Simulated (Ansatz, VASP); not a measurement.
# TaN: VASP beside Ansatz

```xyz
4
Lattice="3.0398 0.0000 0.0000 -1.5199 2.6325 0.0000 0.0000 0.0000 4.9235" Properties=species:S:1:pos:R:3 pbc="T T T"
Ta    0.0000    1.7550    0.0000
Ta    1.5199    0.8775    2.4617
N     0.0000    1.7550    1.8955
N     1.5199    0.8775    4.3573
```

Change from the starting cell: volume scaled by 0.99, crystal datasets.

Alike in both runs: task electric field gradients; functional LDA; k mesh 9 × 9 × 5; occupations fermi-dirac, width 0.03 eV; no spin polarisation.

|  | VASP | Ansatz |
| --- | --- | --- |
| version | VASP 6.6.1 | Ansatz 0.2.0 |
| potentials or method | VASP PAW LDA potentials, release 64 (Ta_pv, N), cutoff 520 eV | all-electron PAW with datasets made for the crystal, scalar-relativistic |

```csv
,VASP,Ansatz,Ansatz less VASP
pressure (GPa),129.6,122.8,-6.81
"traceless stress, the component that is largest in VASP (GPa)",-17.82,-17.04,+0.784
rms of the force components (eV/Å),1.308,1.291,-0.0172
size of Vzz on the site where it differs most (V/Å²),126.3,121.0,-5.23
```

LDA's correlation is that of Perdew and Zunger in VASP and of Perdew and Wang (1992) in Ansatz. Atom by atom the forces differ by 0.017 eV/Å (rms over components). Both programs put the cell under a high pressure, so it lies far from rest at this level. Ansatz ran all-electron here, and VASP with PAW potentials.

Neither program's run includes spin-orbit coupling. Noted on VASP's run: the cell as given lies far from equilibrium.
